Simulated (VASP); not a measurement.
# NbCuP2 (P4/mmm) in VASP: single point with PBE

Aim: the single point of NbCuP2 with PBE.

All numbers are computed with VASP 6.6.1; they aren't measurements. Logs are shortened: lines on timing, memory, paths and dates and some standing lists are left out, and cuts for length are marked.

## Step 1: The cell of the first run

It takes space group P4/mmm (No. 123, tetragonal). The conventional cell has a = 3.473 Å, b = 3.473 Å, c = 5.399 Å, α = 90.00°, β = 90.00°, γ = 90.00°. Nb (site symmetry 4/mmm) has 4 P at 2.46 Å and 2 Cu at 2.70 Å within 3.2 Å. Cu (site symmetry 4/mmm) has 4 P at 2.46 Å and 2 Nb at 2.70 Å within 3.2 Å. P (site symmetry 4/mmm) has 4 Cu at 2.46 Å and 2 P at 2.70 Å within 3.2 Å. P (site symmetry 4/mmm) has 4 Nb at 2.46 Å and 2 P at 2.70 Å within 3.2 Å.

The cell was built from a structure type or drawn by symmetry, and may not be a known phase.

## Step 2: Single point, PBE

Contents of INCAR:

```
ALGO = Fast ; EDIFF = 1E-6
ENCUT = 520 ; GGA = PE
ISIF = 2 ; ISMEAR = 0
LASPH = True ; LCHARG = False
LREAL = False ; LWAVE = False
NBANDS = 25 ; NELM = 100
PREC = Accurate ; SIGMA = 0.1
```

Contents of KPOINTS:

```
k-points
0
Gamma
  14 14 10
```

Contents of POSCAR:

```
NbCuP2
1.0
    3.4728886947      0.0000000000      0.0000000000
    0.0000000000      3.4728886947      0.0000000000
    0.0000000000      0.0000000000      5.3988365393
Nb Cu P
1 1 2
Direct
    0.0000000000      0.0000000000      0.5000000000
    0.0000000000      0.0000000000      0.0000000000
    0.5000000000      0.5000000000      0.0000000000
    0.5000000000      0.5000000000      0.5000000000
```

Potentials or basis: VASP PAW PBE potentials, release 64 (Nb_sv, Cu, P).

Command:

```console
$ cat potpaw_PBE.64/Nb_sv/POTCAR potpaw_PBE.64/Cu/POTCAR potpaw_PBE.64/P/POTCAR > POTCAR
$ mpirun -np 1 vasp_std > vasp.out
```

OUTCAR:

```text
EDIFF = 1E-6
   ENCUT = 520
   GGA = PE
   ISIF = 2
   ISMEAR = 0
   LASPH = True
   LREAL = False
   NELM = 100
   PREC = Accurate

 ion  position               nearest neighbor table
   1  0.000  0.000  0.500-   4 2.46   4 2.46   4 2.46   4 2.46   2 2.70   2 2.70
   2  0.000  0.000  0.000-   3 2.46   3 2.46   3 2.46   3 2.46   1 2.70   1 2.70
   3  0.500  0.500  0.000-   2 2.46   2 2.46   2 2.46   2 2.46   4 2.70   4 2.70
   4  0.500  0.500  0.500-   1 2.46   1 2.46   1 2.46   1 2.46   3 2.70   3 2.70

  LATTYP: Found a simple tetragonal cell.
 ALAT       =     3.4728886947
 C/A-ratio  =     1.5545665335

  Lattice vectors:

 A1 = (   3.4728886947,   0.0000000000,   0.0000000000)
 A2 = (   0.0000000000,   3.4728886947,   0.0000000000)
 A3 = (   0.0000000000,   0.0000000000,   5.3988365393)

Analysis of symmetry for initial positions (statically):
=====================================================================
 Subroutine PRICEL returns:
 Original cell was already a primitive cell.

 Routine SETGRP: Setting up the symmetry group for a
 simple tetragonal supercell.

 Subroutine GETGRP returns: Found 16 space group operations
 (whereof 16 operations were pure point group operations)
 out of a pool of 16 trial point group operations.

The static configuration has the point symmetry D_4h.

Analysis of symmetry for dynamics (positions and initial velocities):
=====================================================================
 Subroutine PRICEL returns:
 Original cell was already a primitive cell.

 Routine SETGRP: Setting up the symmetry group for a
 simple tetragonal supercell.

 Subroutine GETGRP returns: Found 16 space group operations
 (whereof 16 operations were pure point group operations)
 out of a pool of 16 trial point group operations.

The dynamic configuration has the point symmetry D_4h.

 Subroutine INISYM returns: Found 16 space group operations
 (whereof 16 operations are pure point group operations),
 and found     1 'primitive' translations

----------------------------------------------------------------------------------------

                                     Primitive cell

  volume of cell :      65.1151

  direct lattice vectors                    reciprocal lattice vectors
     3.472888695  0.000000000  0.000000000     0.287944731  0.000000000  0.000000000
     0.000000000  3.472888695  0.000000000     0.000000000  0.287944731  0.000000000
     0.000000000  0.000000000  5.398836539     0.000000000  0.000000000  0.185225093

  length of vectors
     3.472888695  3.472888695  5.398836539     0.287944731  0.287944731  0.185225093

  position of ions in fractional coordinates (direct lattice)
     0.000000000  0.000000000  0.500000000
     0.000000000  0.000000000  0.000000000
     0.500000000  0.500000000  0.000000000
     0.500000000  0.500000000  0.500000000

  ion indices of the primitive-cell ions
   primitive index   ion index
                 1           1
                 2           2
                 3           3
                 4           4

----------------------------------------------------------------------------------------

 KPOINTS: k-points

Automatic generation of k-mesh.
 Grid dimensions read from file:
 generate k-points for:   14   14   10

 Generating k-lattice:

  Cartesian coordinates                     Fractional coordinates (reciprocal lattice)
     0.020567481  0.000000000  0.000000000     0.071428571  0.000000000  0.000000000
     0.000000000  0.020567481  0.000000000     0.000000000  0.071428571  0.000000000
     0.000000000  0.000000000  0.018522509     0.000000000  0.000000000  0.100000000

  Length of vectors
     0.020567481  0.020567481  0.018522509

  Shift w.r.t. Gamma in fractional coordinates (k-lattice)
     0.000000000  0.000000000  0.000000000

 Subroutine IBZKPT returns following result:
 ===========================================

 Found    216 irreducible k-points:

 Following reciprocal coordinates:
            Coordinates               Weight
  0.000000  0.000000  0.000000      1.000000
  0.071429  0.000000  0.000000      4.000000
  0.142857  0.000000  0.000000      4.000000
  0.214286  0.000000  0.000000      4.000000
  0.285714  0.000000  0.000000      4.000000
  0.357143  0.000000  0.000000      4.000000
[... 16 lines left out ...]
  0.285714  0.214286  0.000000      8.000000
  0.357143  0.214286  0.000000      8.000000
 [... further k-points ...]
   k-points           NKPTS =    216   k-points in BZ     NKDIM =    216   number of bands    NBANDS=     25
   number of dos      NEDOS =    301   number of ions     NIONS =      4
   total plane-waves  NPLWV =  31360
   dimension x,y,z NGX =    28 NGY =   28 NGZ =   40
   dimension x,y,z NGXF=    56 NGYF=   56 NGZF=   80
   ions per type =               1   1   2
   NGX,Y,Z   is equivalent  to a cutoff of  13.40, 13.40, 12.32 a.u.
   NGXF,Y,Z  is equivalent  to a cutoff of  26.81, 26.81, 24.63 a.u.
 SYSTEM =  unknown system
   PREC   = accura    normal or accurate (medium, high low for compatibility)
   ISTART =      0    job   : 0-new  1-cont  2-samecut
   ICHARG =      2    charge: 1-file 2-atom 10-const
   ISPIN  =      1    spin polarized calculation?
   LNONCOLLINEAR =      F non collinear calculations
   LSORBIT =      F    spin-orbit coupling
   LASPH  =      T    aspherical Exc in radial PAW
   ENCUT  =  520.0 eV  38.22 Ry    6.18 a.u.   6.46  6.46 10.04*2*pi/ulx,y,z
   NELM   =    100;   NELMIN=  2; NELMDL= -5     # of ELM steps
   EDIFF  = 0.1E-05   stopping-criterion for ELM
   LREAL  =      F    real-space projection
   EDIFFG = 0.1E-04   stopping-criterion for IOM
   NSW    =      0    number of steps for IOM
   IBRION =     -1    ionic relax: 0-MD 1-quasi-New 2-CG
   NFREE  =      0    steps in history (QN), initial steepest desc. (CG)
   ISIF   =      2    stress and relaxation
   ISYM   =      2    0-nonsym 1-usesym 2-fastsym
   POTIM  = 0.5000    time-step for ionic-motion
   TEBEG  =    0.0;   TEEND  =   0.0 temperature during run
   PSTRESS=    0.0 pullay stress
   NELECT =      34.0000    total number of electrons
   NUPDOWN=      -1.0000    fix difference up-down
   EMIN   =  10.00;   EMAX   =-10.00  energy-range for DOS
   EFERMI =   0.00;   METHOD = LEGACY
   ISMEAR =     0;   SIGMA  =   0.10  broadening in eV -4-tet -1-fermi 0-gaus
   EFERMI_NEDOS =   21; number of points for ismear=-14 and -15
   IALGO  =     68    algorithm
   IMIX   =      4    mixing-type and parameters
     AMIX     =   0.40;   BMIX     =  1.00
     AMIX_MAG =   1.60;   BMIX_MAG =  1.00
  volume/ion in A,a.u.               =      16.28       109.85
  Fermi-wavevector in a.u.,A,eV,Ry     =   1.318278  2.491185 23.644996  1.737858
  Thomas-Fermi vector in A             =   2.448260
   LORBIT       =      0    0 simple, 1 ext, 2 COOP (PROOUT), +10 PAW based schemes
   GGA     = PE    functional components
   LHFCALC =     F    Hartree Fock is set to
   AEXX    =    0.0000 exact exchange contribution
   IVDW    =     0    specifies the selected vdW correction
   LEPSILON=     F    determine dielectric tensor
   LRPA    =     F    only Hartree local field effects (RPA)
 non-spin polarized calculation
 RMM-DIIS sequential band-by-band and
 Gauss-broadening in eV      SIGMA  =   0.10
  energy-cutoff  :      520.00
  volume of cell :       65.12
 maximum number of plane-waves:      1784
 NGX is ok and might be reduce to    28
   NGX = 13   NGY = 13   NGZ = 21

 number of electron      34.0000004 magnetization

 Free energy of the ion-electron system (eV)
  ---------------------------------------------------
  ext. energy  EPLUGINS =         0.00000000
  ---------------------------------------------------
  free energy    TOTEN  =       -24.01216479 eV

  energy without entropy =      -23.99520137  energy(sigma->0) =      -24.00368308

 E-fermi :   8.6613     XC(G=0): -11.4047

 val. band max:        8.6609804099   @ k =   0.3571   0.0714   0.4000
 cond. band min:       8.6617630099   @ k =   0.5000   0.2857   0.1000
 fundamental gap:      0.0007826000
 Fermi energy:         8.6613375165

 k-point     1 :       0.0000    0.0000    0.0000
  band No.  band energies     occupation
      1     -46.7833      2.00000
      2     -22.8836      2.00000
      3     -22.8836      2.00000
      4     -22.7772      2.00000
      5      -4.5537      2.00000
      6      -1.6502      2.00000
[... 17 lines left out ...]
     24      14.3828      0.00000
     25      15.3985      0.00000

 k-point     2 :       0.0714    0.0000    0.0000
  band No.  band energies     occupation
      1     -46.7827      2.00000
      2     -22.8936      2.00000
      3     -22.8825      2.00000
      4     -22.7764      2.00000
      5      -4.4973      2.00000
      6      -1.5916      2.00000
[... 17 lines left out ...]
     24      14.1068      0.00000
     25      15.5324      0.00000

 k-point     3 :       0.1429    0.0000    0.0000
  band No.  band energies     occupation
      1     -46.7811      2.00000
      2     -22.9218      2.00000
      3     -22.8795      2.00000
      4     -22.7741      2.00000
      5      -4.3326      2.00000
      6      -1.4191      2.00000
[... 17 lines left out ...]
     24      13.4300      0.00000
     25      15.8784      0.00000

 k-point     4 :       0.2143    0.0000    0.0000
  band No.  band energies     occupation
      1     -46.7788      2.00000
      2     -22.9622      2.00000
      3     -22.8751      2.00000
      4     -22.7708      2.00000
      5      -4.0746      2.00000
      6      -1.1442      2.00000
[... 17 lines left out ...]
     24      13.2493      0.00000
     25      16.3992      0.00000
[... 477 lines left out ...]
 k-point    22 :       0.2143    0.2143    0.0000
  band No.  band energies     occupation
      1     -46.7744      2.00000
      2     -22.9559      2.00000
      3     -22.9453      2.00000
      4     -22.7645      2.00000
      5      -3.7181      2.00000
      6      -0.7861      2.00000
[... 17 lines left out ...]
     24      15.0296      0.00000
     25      15.8020      0.00000

 k-point    23 :       0.2857    0.2143    0.0000
  band No.  band energies     occupation
      1     -46.7719      2.00000
      2     -22.9939      2.00000
      3     -22.9435      2.00000
      4     -22.7609      2.00000
      5      -3.4905      2.00000
      6      -0.5626      2.00000
[... 17 lines left out ...]
     24      14.3269      0.00000
     25      16.5003      0.00000

 k-point    24 :       0.3571    0.2143    0.0000
  band No.  band energies     occupation
      1     -46.7697      2.00000
      2     -23.0317      2.00000
      3     -22.9378      2.00000
      4     -22.7577      2.00000
      5      -3.2654      2.00000
      6      -0.3432      2.00000
[... 17 lines left out ...]
     24      13.8908      0.00000
     25      16.6601      0.00000

 [... further k-points ...]
[... 5 lines left out ...]
  --------------------------------------------------------------------------------------
  -------------------------------------------------------------------------------------
  Total       -0.0100977     -0.0100977     -0.0024238      0.0000000      0.0000000      0.0000000
  in kB       -0.2484568     -0.2484568     -0.0596394      0.0000000      0.0000000      0.0000000
  external PRESSURE =      -0.1855177 kB  Pullay stress =       0.0000000 kB

 VOLUME and BASIS-vectors are now :
 -----------------------------------------------------------------------------
  energy-cutoff  :      520.00
  volume of cell :       65.12
      direct lattice vectors                 reciprocal lattice vectors
     3.472888695  0.000000000  0.000000000     0.287944731  0.000000000  0.000000000
     0.000000000  3.472888695  0.000000000     0.000000000  0.287944731  0.000000000
     0.000000000  0.000000000  5.398836539     0.000000000  0.000000000  0.185225093

 POSITION                                       TOTAL-FORCE (eV/Angst)
 -----------------------------------------------------------------------------------
      0.00000      0.00000      2.69942         0.000000      0.000000      0.000000
      0.00000      0.00000      0.00000         0.000000      0.000000      0.000000
      1.73644      1.73644      0.00000         0.000000      0.000000      0.000000
      1.73644      1.73644      2.69942         0.000000      0.000000      0.000000
 -----------------------------------------------------------------------------------
    total drift:                               -0.000000     -0.000000      0.000000

  FREE ENERGIE OF THE ION-ELECTRON SYSTEM (eV)
  ---------------------------------------------------
  free  energy   TOTEN  =       -24.0121647909 eV

  energy  without entropy=      -23.9952013695  energy(sigma->0) =      -24.00368308
```

Wall time 5.8 min (1 thread of Intel Xeon Platinum 8488C (Sapphire Rapids), shared host); peak memory 0.44 GiB.

What came out:

```yaml
Free_energy: -24.0122 eV
Pressure: 0.0 GPa
Band_gap_on_the_k_mesh: zero (bands 17 and 18 overlap by 2.01 eV)
```
